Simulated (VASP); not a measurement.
Here is a VASP 6.6.1 calculation.

File INCAR:

```
SYSTEM = C
  PREC = Accurate
  ENCUT = 520
  EDIFF = 1E-7
  ISMEAR = 0
  SIGMA = 0.05
  LREAL = .FALSE.
  LASPH = .TRUE.
  NELM = 60
  ALGO = Normal
  ISIF = 2
  LWAVE = .FALSE.
  LCHARG = .FALSE.
  GGA = PE
  IVDW = 12
  NBANDS = 31
```

Contents of KPOINTS:

```
Automatic mesh
0
G
  7 11 3
  0 0 0
```

The input POSCAR:

```
C
1.0
    0.0000000000      1.4231666446     -3.3613878322
   -2.4649969361      0.0000000000      0.0000000000
    2.0541641134      9.7249720716      2.2409252215
C
10
Direct
    0.2779720672      0.3221985284      0.8666382341
    0.7446387339      0.6555318617      0.0666382341
    0.8779720672      0.3221985284      0.2666382341
    0.0113054006      0.9888651951      0.4666382341
    0.1446387339      0.6555318618      0.6666382341
    0.7886945994      0.2111348049      0.1333617659
   -0.0779720672      0.8778014716      0.3333617659
    0.0553612661      0.5444681383      0.5333617659
    0.1886945994      1.2111348049      0.7333617659
    0.3220279328      0.8778014716      0.9333617659
```

Potentials or basis: VASP PAW PBE potentials, release 64 (C).

Run with:

```sh
$ cat potpaw_PBE.64/C/POTCAR > POTCAR
$ mpirun -np 1 vasp_std > vasp.out
```

(1) What does it give for the band gap on the k mesh?

(2) What does it give for the dispersion energy per atom?

## Answers

(1) zero (band 20 reaches 4.64 eV, above the bottom of band 21 at 4.39 eV).

(2) -0.163 eV.

Caveat: forces of over 1 eV/Å act on the atoms, so gaps and moduli don't describe the material at rest.
